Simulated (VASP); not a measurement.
# Hf3N4 (I-43d) in VASP: notebook, part 2 of 2

VASP 6.6.1. Earlier steps stand in the parts before.

### 3 Relaxation of the atoms, PBE (11.39 Å³/atom)

This run uses another cell than the first one, of 11.39 Å³/atom.

File INCAR:

```
PREC = Accurate ; ENCUT = 520
EDIFF = 1E-7 ; ISMEAR = -1
SIGMA = 0.02 ; LREAL = F
LASPH = T ; NELM = 120
ALGO = Normal ; ISIF = 2
LWAVE = F ; LCHARG = F
GGA = PE ; IBRION = 2
NSW = 80 ; EDIFFG = -0.02
GGA_COMPAT = F ; NELMIN = 4
KPAR = 4
```

File KPOINTS:

```
regular mesh
0
Gamma
  6 6 6
```

File POSCAR:

```
Hf3N4
1.0
   -3.4162127615      3.4162127615      3.4162127615
    3.4162127615     -3.4162127615      3.4162127615
    3.4162127615      3.4162127615     -3.4162127615
Hf N
6 8
Direct
    0.2500000000      0.6250000000      0.3750000000
    0.3750000000      0.2500000000      0.6250000000
    0.7500000000      0.8750000000      0.1250000000
    0.1250000000      0.7500000000      0.8750000000
    0.6250000000      0.3750000000      0.2500000000
    0.8750000000      0.1250000000      0.7500000000
    0.1355620488      0.1355620488      0.1355620488
    0.8644379512      0.5000000000      0.0000000000
    0.5000000000      0.0000000000      0.3644379512
    0.0000000000      0.8644379512      0.5000000000
    0.3644379512      0.5000000000      0.0000000000
    0.6355620488      0.6355620488      0.6355620488
    0.0000000000      0.3644379512      0.5000000000
    0.5000000000      0.0000000000      0.8644379512
```

Potentials or basis: VASP PAW PBE potentials, release 64 (Hf_pv, N).

Run with:

```console
$ cat potpaw_PBE.64/Hf_pv/POTCAR potpaw_PBE.64/N/POTCAR > POTCAR
$ mpirun -np 4 vasp_std > vasp.out
```

OUTCAR:

```text
PREC = Accurate
   ENCUT = 520
   EDIFF = 1E-7
   ISMEAR = -1
   LREAL = F
   LASPH = T
   NELM = 120
   ISIF = 2
   GGA = PE
   IBRION = 2
   NSW = 80
   EDIFFG = -0.02
   NELMIN = 4

 ion  position               nearest neighbor table
   1  0.250  0.625  0.375-   8 2.25   9 2.25  12 2.25  13 2.25  10 2.48  11 2.48   7 2.48  14 2.48
                             2 3.20   2 3.20   4 3.20   5 3.20   4 3.20   6 3.20   6 3.20   5 3.20
   2  0.375  0.250  0.625-   9 2.25  11 2.25  12 2.25  10 2.25  13 2.48  14 2.48   7 2.48   8 2.48
                             3 3.20   1 3.20   5 3.20   6 3.20   1 3.20   6 3.20   3 3.20   5 3.20
   3  0.750  0.875  0.125-  10 2.25  14 2.25   7 2.25  11 2.25   9 2.48   8 2.48  13 2.48  12 2.48
                             2 3.20   4 3.20   5 3.20   6 3.20   5 3.20   2 3.20   4 3.20   6 3.20
   4  0.125  0.750  0.875-   7 2.25   8 2.25  13 2.25  14 2.25  10 2.48  11 2.48   9 2.48  12 2.48
                             3 3.20   1 3.20   3 3.20   6 3.20   1 3.20   5 3.20   6 3.20   5 3.20
   5  0.625  0.375  0.250-  13 2.25  12 2.25  11 2.25  14 2.25   7 2.48   8 2.48   9 2.48  10 2.48
                             4 3.20   1 3.20   2 3.20   3 3.20   3 3.20   2 3.20   1 3.20   4 3.20
   6  0.875  0.125  0.750-   8 2.25   7 2.25   9 2.25  10 2.25  11 2.48  12 2.48  13 2.48  14 2.48
                             1 3.20   2 3.20   3 3.20   4 3.20   2 3.20   3 3.20   4 3.20   1 3.20
   7  0.136  0.136  0.136-   3 2.25   4 2.25   6 2.25   2 2.48   5 2.48   1 2.48
   8  0.864  0.500  0.000-   6 2.25   4 2.25   1 2.25   3 2.48   5 2.48   2 2.48
   9  0.500  0.000  0.364-   2 2.25   1 2.25   6 2.25   3 2.48   5 2.48   4 2.48
  10  0.000  0.864  0.500-   3 2.25   6 2.25   2 2.25   4 2.48   1 2.48   5 2.48
  11  0.364  0.500  0.000-   2 2.25   5 2.25   3 2.25   4 2.48   1 2.48   6 2.48
  12  0.636  0.636  0.636-   1 2.25   2 2.25   5 2.25   4 2.48   3 2.48   6 2.48
  13  0.000  0.364  0.500-   5 2.25   4 2.25   1 2.25   2 2.48   3 2.48   6 2.48
  14  0.500  0.000  0.864-   3 2.25   4 2.25   5 2.25   2 2.48   1 2.48   6 2.48

  LATTYP: Found a body centered cubic cell.
 ALAT       =     6.8324255230

  Lattice vectors:

 A1 = (  -3.4162127615,   3.4162127615,   3.4162127615)
 A2 = (   3.4162127615,  -3.4162127615,   3.4162127615)
 A3 = (   3.4162127615,   3.4162127615,  -3.4162127615)

Analysis of symmetry for initial positions (statically):
=====================================================================
 Subroutine PRICEL returns:
 Original cell was already a primitive cell.

 Routine SETGRP: Setting up the symmetry group for a
 body centered cubic supercell.

 Subroutine GETGRP returns: Found 24 space group operations
 (whereof  3 operations were pure point group operations)
 out of a pool of 48 trial point group operations.

The static configuration has the point symmetry C_3 .
 The point group associated with its full space group is T_d .

Analysis of symmetry for dynamics (positions and initial velocities):
=====================================================================
 Subroutine PRICEL returns:
 Original cell was already a primitive cell.

 Routine SETGRP: Setting up the symmetry group for a
 body centered cubic supercell.

 Subroutine GETGRP returns: Found 24 space group operations
 (whereof  3 operations were pure point group operations)
 out of a pool of 48 trial point group operations.

The dynamic configuration has the point symmetry C_3 .
 The point group associated with its full space group is T_d .

 Subroutine INISYM returns: Found 24 space group operations
 (whereof  3 operations are pure point group operations),
 and found     1 'primitive' translations

----------------------------------------------------------------------------------------

                                     Primitive cell
[... 66 lines left out ...]
 ===========================================

 Found     16 irreducible k-points:

 Following reciprocal coordinates:
            Coordinates               Weight
  0.000000  0.000000  0.000000      1.000000
  0.166667  0.000000  0.000000     12.000000
  0.333333  0.000000  0.000000     12.000000
  0.500000  0.000000  0.000000      6.000000
  0.166667  0.166667  0.000000     24.000000
  0.333333  0.166667  0.000000     48.000000
[... 8 lines left out ...]
  0.500000  0.500000  0.333333     12.000000
  0.500000  0.500000  0.500000      1.000000
   k-points           NKPTS =     16   k-points in BZ     NKDIM =     16   number of bands    NBANDS=     60
   number of dos      NEDOS =    301   number of ions     NIONS =     14
   total plane-waves  NPLWV = 110592
   dimension x,y,z NGX =    48 NGY =   48 NGZ =   48
   dimension x,y,z NGXF=    96 NGYF=   96 NGZF=   96
   ions per type =               6   8
   NGX,Y,Z   is equivalent  to a cutoff of  13.49, 13.49, 13.49 a.u.
   NGXF,Y,Z  is equivalent  to a cutoff of  26.97, 26.97, 26.97 a.u.
 SYSTEM =  unknown system
   PREC   = accura    normal or accurate (medium, high low for compatibility)
   ISTART =      0    job   : 0-new  1-cont  2-samecut
   ICHARG =      2    charge: 1-file 2-atom 10-const
   ISPIN  =      1    spin polarized calculation?
   LNONCOLLINEAR =      F non collinear calculations
   LSORBIT =      F    spin-orbit coupling
   LASPH  =      T    aspherical Exc in radial PAW
   ENCUT  =  520.0 eV  38.22 Ry    6.18 a.u.  11.00 11.00 11.00*2*pi/ulx,y,z
   NELM   =    120;   NELMIN=  4; NELMDL= -5     # of ELM steps
   EDIFF  = 0.1E-06   stopping-criterion for ELM
   LREAL  =      F    real-space projection
   EDIFFG = -.2E-01   stopping-criterion for IOM
   NSW    =     80    number of steps for IOM
   IBRION =      2    ionic relax: 0-MD 1-quasi-New 2-CG
   NFREE  =      1    steps in history (QN), initial steepest desc. (CG)
   ISIF   =      2    stress and relaxation
   ISYM   =      2    0-nonsym 1-usesym 2-fastsym
   POTIM  = 0.5000    time-step for ionic-motion
   TEBEG  =    0.0;   TEEND  =   0.0 temperature during run
   PSTRESS=    0.0 pullay stress
   NELECT =     100.0000    total number of electrons
   NUPDOWN=      -1.0000    fix difference up-down
   EMIN   =  10.00;   EMAX   =-10.00  energy-range for DOS
   EFERMI =   0.00;   METHOD = LEGACY
   ISMEAR =    -1;   SIGMA  =   0.02  broadening in eV -4-tet -1-fermi 0-gaus
   EFERMI_NEDOS =   21; number of points for ismear=-14 and -15
   IALGO  =     38    algorithm
   IMIX   =      4    mixing-type and parameters
     AMIX     =   0.40;   BMIX     =  1.00
     AMIX_MAG =   1.60;   BMIX_MAG =  1.00
  volume/ion in A,a.u.               =      11.39        76.87
  Fermi-wavevector in a.u.,A,eV,Ry     =   1.401232  2.647944 26.714359  1.963450
  Thomas-Fermi vector in A             =   2.524113
   LORBIT       =      0    0 simple, 1 ext, 2 COOP (PROOUT), +10 PAW based schemes
   GGA     = PE    functional components
   LHFCALC =     F    Hartree Fock is set to
   AEXX    =    0.0000 exact exchange contribution
   IVDW    =     0    specifies the selected vdW correction
   LEPSILON=     F    determine dielectric tensor
   LRPA    =     F    only Hartree local field effects (RPA)
 conjugate gradient relaxation of ions
 non-spin polarized calculation
  energy-cutoff  :      520.00
  volume of cell :      159.48
 maximum number of plane-waves:      4388
 NGX is ok and might be reduce to    48
   NGX = 21   NGY = 21   NGZ = 21

--------------------------------------- Ionic step        1  -------------------------------------------

 number of electron     100.0000021 magnetization

 Free energy of the ion-electron system (eV)
  ---------------------------------------------------
  ext. energy  EPLUGINS =         0.00000000
  ---------------------------------------------------
  free energy    TOTEN  =      -148.22938935 eV

  energy without entropy =     -148.22938935  energy(sigma->0) =     -148.22938935

------------------------ aborting loop because EDIFF is reached ----------------------------------------

  FORCE on cell =-STRESS in cart. coord.  units (eV):
  Direction    XX          YY          ZZ          XY          YZ          ZX
  --------------------------------------------------------------------------------------
  -------------------------------------------------------------------------------------
  Total      -13.8311987    -13.8311987    -13.8311987     -0.0000000     -0.0000000     -0.0000000
  in kB     -138.9554799   -138.9554799   -138.9554799     -0.0000000     -0.0000000     -0.0000000
  external PRESSURE =    -138.9554799 kB  Pullay stress =       0.0000000 kB
[... 179 lines left out ...]
--------------------------------------- Ionic step        5  -------------------------------------------

 number of electron     100.0000014 magnetization

 Free energy of the ion-electron system (eV)
  ---------------------------------------------------
  ext. energy  EPLUGINS =         0.00000000
  ---------------------------------------------------
  free energy    TOTEN  =      -148.36695655 eV

  energy without entropy =     -148.36695655  energy(sigma->0) =     -148.36695655

 E-fermi :   6.5125     XC(G=0): -12.4434

 val. band max:        6.0779983837   @ k =   0.0000   0.0000   0.0000
 cond. band min:       7.1697271167   @ k =   0.0000   0.0000   0.0000
 fundamental gap:      1.0917287330
 Fermi energy:         6.5124774266

 k-point     1 :       0.0000    0.0000    0.0000
  band No.  band energies     occupation
      1     -24.6348      2.00000
      2     -24.6348      2.00000
      3     -24.6348      2.00000
      4     -24.5725      2.00000
      5     -24.5401      2.00000
      6     -24.5401      2.00000
[... 1038 lines left out ...]
  FREE ENERGIE OF THE ION-ELECTRON SYSTEM (eV)
  ---------------------------------------------------
  free  energy   TOTEN  =      -148.3669565471 eV

  energy  without entropy=     -148.3669565471  energy(sigma->0) =     -148.36695655

 reached required accuracy - stopping structural energy minimisation
```

Wall time 3 min (4 MPI ranks of Intel Xeon Platinum 8488C (Sapphire Rapids), shared host); peak memory 0.4 GiB.

What came out:

| Quantity | Value |
| --- | --- |
| Free energy | -148.3670 eV |
| Energy gained by relaxing | 9.8 meV/atom |
| Ionic steps | 5 |
| Pressure after relaxing | -9.1 GPa |
| Largest force after relaxing | 0.013 eV/Å |
| Band gap on the k mesh | 1.09 eV |

Forces in eV/Å, atoms in the order of the input:
```
Hf   0.000  0.000  0.000
Hf   0.000  0.000  0.000
Hf   0.000  0.000  0.000
Hf   0.000  0.000  0.000
Hf   0.000  0.000  0.000
Hf   0.000  0.000  0.000
N   -0.008 -0.008 -0.008
N   -0.008  0.008  0.008
N    0.008  0.008 -0.008
N    0.008 -0.008  0.008
N   -0.008  0.008  0.008
N   -0.008 -0.008 -0.008
N    0.008 -0.008  0.008
N    0.008  0.008 -0.008
```

The path:
```
step  energy change (eV)  largest force (eV/Å)  pressure (GPa)
   1              0.0000                0.3485          -13.90
   2             -0.0430                0.2912          -13.17
   3             -0.1250                0.1111          -10.62
   4             -0.0427                0.3395           -3.80
   5             -0.1376                0.0133           -9.14
```

Final structure:
```
Hf N
1.0
    -3.41621    3.41621    3.41621
     3.41621   -3.41621    3.41621
     3.41621    3.41621   -3.41621
Hf N
6 8
Direct
  0.25000 0.62500 0.37500
  0.37500 0.25000 0.62500
  0.75000 0.87500 0.12500
  0.12500 0.75000 0.87500
  0.62500 0.37500 0.25000
  0.87500 0.12500 0.75000
  0.11999 0.11999 0.11999
  0.88001 0.50000 0.00000
  0.50000 0.00000 0.38001
  0.00000 0.88001 0.50000
  0.38001 0.50000 0.00000
  0.61999 0.61999 0.61999
  0.00000 0.38001 0.50000
  0.50000 0.00000 0.88001
```

Levels at points of the mesh, in eV from the valence-band top:
| k point | band 47 | band 48 | band 49 | band 50 | band 51 | band 52 | band 53 | band 54 |
| --- | --- | --- | --- | --- | --- | --- | --- | --- |
| (0.00, 0.00, 0.00) | -1.19 | 0.00 | 0.00 | 0.00 | 1.09 | 1.09 | 2.10 | 2.10 |
| (0.50, 0.00, 0.00) | -1.34 | -1.34 | -0.81 | -0.81 | 2.58 | 2.58 | 2.75 | 2.75 |
| (0.50, 0.50, 0.50) | -0.56 | -0.56 | -0.56 | -0.56 | 3.79 | 3.79 | 3.79 | 3.79 |

Caveat: spin-orbit coupling is left out, which moves the levels of the heavy elements. A k mesh can miss the band edges.

### 4 Relaxation of the atoms, PBE (10.32 Å³/atom)

This run uses another cell than the first one, of 10.32 Å³/atom.

File INCAR:

```
SYSTEM = Hf3N4
  ALGO = Normal
  EDIFF = 1E-7
  EDIFFG = -0.02
  ENCUT = 520
  GGA = PE
  GGA_COMPAT = .FALSE.
  IBRION = 2
  ISIF = 2
  ISMEAR = -1
  KPAR = 4
  LASPH = .TRUE.
  LCHARG = .FALSE.
  LREAL = .FALSE.
  LWAVE = .FALSE.
  NELM = 120
  NELMIN = 4
  NSW = 80
  PREC = Accurate
  SIGMA = 0.02
```

File KPOINTS:

```
k-points
0
G
  6 6 6
  0 0 0
```

Changes to POSCAR since step 3:

```diff
@@ -2,5 +2,5 @@
 1.0
-   -3.4162127615      3.4162127615      3.4162127615
-    3.4162127615     -3.4162127615      3.4162127615
-    3.4162127615      3.4162127615     -3.4162127615
+   -3.3052174220      3.3052174220      3.3052174220
+    3.3052174220     -3.3052174220      3.3052174220
+    3.3052174220      3.3052174220     -3.3052174220
 Hf N
```

Run with:

```console
$ cat potpaw_PBE.64/Hf_pv/POTCAR potpaw_PBE.64/N/POTCAR > POTCAR
$ mpirun -np 4 vasp_std > vasp.out
```

Wall time 2.4 min (4 MPI ranks of Intel Xeon Platinum 8259CL at 2.50GHz (Skylake/Cascade Lake), shared host); peak memory 0.39 GiB.

It converged, with:

```
Free energy                  : -148.3914 eV
Energy gained by relaxing    : 2.0 meV/atom
Ionic steps                  : 3
Pressure after relaxing      : 11.5 GPa
Largest force after relaxing : 0.003 eV/Å
Band gap on the k mesh       : 1.12 eV
```

Forces in eV/Å, atoms in the order of the input:
```
Hf   0.000  0.000  0.000
Hf   0.000  0.000  0.000
Hf   0.000  0.000  0.000
Hf   0.000  0.000  0.000
Hf   0.000  0.000  0.000
Hf   0.000  0.000  0.000
N   -0.002 -0.002 -0.002
N   -0.002  0.002  0.002
N    0.002  0.002 -0.002
N    0.002 -0.002  0.002
N   -0.002  0.002  0.002
N   -0.002 -0.002 -0.002
N    0.002 -0.002  0.002
N    0.002  0.002 -0.002
```

The path:
```csv
step,energy change (eV),largest force (eV/Å),pressure (GPa)
1,0.0000,0.2188,13.13
2,-0.0154,0.1462,12.55
3,-0.0276,0.0030,11.49
```

Final structure:
```
Hf N
1.0
    -3.30522    3.30522    3.30522
     3.30522   -3.30522    3.30522
     3.30522    3.30522   -3.30522
Hf N
6 8
Cartesian
  2.4789 0.0000 1.6526
  1.6526 2.4789 0.0000
  0.8263 0.0000 4.9578
  4.9578 0.8263 0.0000
  0.0000 1.6526 2.4789
  0.0000 4.9578 0.8263
  0.4664 0.4664 0.4664
  -1.1862 1.1862 4.4914
  -0.4664 2.8388 0.4664
  4.4914 -1.1862 1.1862
  0.4664 -0.4664 2.8388
  2.1190 2.1190 2.1190
  2.8388 0.4664 -0.4664
  1.1862 4.4914 -1.1862
```

Levels at points of the mesh, in eV from the valence-band top:
| k point | band 47 | band 48 | band 49 | band 50 | band 51 | band 52 | band 53 | band 54 |
| --- | --- | --- | --- | --- | --- | --- | --- | --- |
| (0.00, 0.00, 0.00) | -1.37 | 0.00 | 0.00 | 0.00 | 1.12 | 1.12 | 1.81 | 1.81 |
| (0.50, 0.00, 0.00) | -1.70 | -1.70 | -0.72 | -0.72 | 2.55 | 2.55 | 2.86 | 2.86 |
| (0.50, 0.50, 0.50) | -0.42 | -0.42 | -0.42 | -0.42 | 3.79 | 3.79 | 3.79 | 3.79 |

Caveat: spin-orbit coupling is left out, which moves the levels of the heavy elements.

### 5 The runs side by side

```csv
cell,gap on the mesh (eV),pressure (GPa),largest force (eV/Å)
"atoms relaxed from a = 5.685 Å, angles 109.5°, 14 atoms",1.17,18.0,0.01
"atoms relaxed from a = 5.917 Å, angles 109.5°, 14 atoms",1.09,-9.1,0.01
"atoms relaxed from a = 5.725 Å, angles 109.5°, 14 atoms",1.12,11.5,-
```

Alike in all rows: task relaxation of the atoms; level PBE; potentials or basis VASP PAW PBE potentials, release 64 (Hf_pv, N); no spin polarisation; k mesh 6 × 6 × 6; cutoff (eV) 520; smearing fermi-dirac 0.02 eV.

Caveats: spin-orbit coupling is left out, which moves the levels of the heavy elements.

Total energies depend on the potentials used, so only differences within one code and one set of settings carry meaning.
